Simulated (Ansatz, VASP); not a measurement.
One calculation of KF, two programs

```
K F
1.0
     3.25872    0.00000    0.00000
     0.00000    3.25872    0.00000
     0.00000    0.00000    3.25872
K F
1 1
Direct
  0.00000 0.00000 0.00000
  0.50000 0.50000 0.50000
```

Alike in both runs: task single point; functional PBE; k mesh 6 × 6 × 6; no spin polarisation.

|  | VASP | Ansatz |
| --- | --- | --- |
| version | VASP 6.6.1 | Ansatz 0.2.0 |
| potentials or method | VASP PAW PBE potentials, release 64 (K_sv, F) | plane waves, PAW |
| plane-wave cutoff (eV) | 520 | 420 |
| occupations | gaussian, width 0.01 eV | fixed |
| valence electrons in the cell | 16 | 16 |

|  | VASP | Ansatz | Ansatz less VASP |
| --- | --- | --- | --- |
| gap on the k mesh at the Fermi level (eV) | 6.26 | 6.27 | +0.017 |
| pressure (GPa) | 0.0 | 0.0 | 0.00 |
